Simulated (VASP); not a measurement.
LiBr, 2 atoms in the cell. Symmetry: Fm-3m, No. 225, cubic system. Conventional cell: a = 5.035 Å, b = 5.035 Å, c = 5.035 Å, α = 90.00°, β = 90.00°, γ = 90.00°. Within 3.3 Å of Li (site symmetry m-3m) lie 6 Br at 2.52 Å. Within 3.3 Å of Br (site symmetry m-3m) lie 6 Li at 2.52 Å. 

| Quantity | Value |
| --- | --- |
| Program | VASP 6.6.1 |
| Task | elastic constants |
| Functional | PBEsol |
| Potentials or basis | VASP PAW PBE potentials, release 64 (Li_sv, Br) |
| Cutoff | 750 eV |
| k mesh | 8 × 8 × 8 |
| Occupations | gaussian, width 0.01 eV |
| Spin | no spin polarisation |
| Dipole correction | no |
| Ions in elastic constants | relaxed |
| Further INCAR settings | ALGO = Normal; EDIFF = 1e-08; NBANDS = 12; IBRION = 6; POTIM = 0.015; NSW = 1; ISIF = 3 |

Potentials or basis: VASP PAW PBE potentials, release 64 (Li_sv, Br).

The run is started by

```console
$ cat potpaw_PBE.64/Li_sv/POTCAR potpaw_PBE.64/Br/POTCAR > POTCAR
$ mpirun -np 1 vasp_std > vasp.out
```

Hardware: 1 thread of Intel(R) Xeon(R) Platinum 8488C (Sapphire Rapids), on a shared host.

Problem. How long does it take, and how much memory?

Solution. Wall time 4.4 min on 1 thread of Intel(R) Xeon(R) Platinum 8488C (Sapphire Rapids) (shared host), peak memory 0.32 GiB. Counts: scf iterations 162, k points 29.
